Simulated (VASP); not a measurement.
Input of a VASP 6.6.1 run:

File INCAR:

```
SYSTEM = V
ALGO = Normal
EDIFF = 1E-7
EDIFFG = -0.005
ENCUT = 500
GGA = PE
GGA_COMPAT = .FALSE.
IBRION = 2
ISIF = 4
ISMEAR = -1
LASPH = .TRUE.
LCHARG = .FALSE.
LREAL = .FALSE.
LWAVE = .FALSE.
NELM = 120
NELMIN = 4
NSW = 50
PREC = Accurate
SIGMA = 0.05
```

KPOINTS

```
k-points
0
G
  17 17 15
  0 0 0
```

Contents of POSCAR:

```
V
1.0
    2.5556702340      0.0000000000      0.0000000000
   -1.2778351170      2.2132753464      0.0000000000
    0.0000000000      0.0000000000      2.3848371765
V
1
Direct
    0.0000000000      0.0000000000      0.0000000000
```

Potentials or basis: VASP PAW PBE potentials, release 64 (V_sv).

Command:

```sh
$ cat potpaw_PBE.64/V_sv/POTCAR > POTCAR
$ mpirun -np 1 vasp_std > vasp.out
```

(1) Predict the band gap on the k mesh.

Results:

(1) zero (an odd number of electrons rules out a gap without spin polarisation).
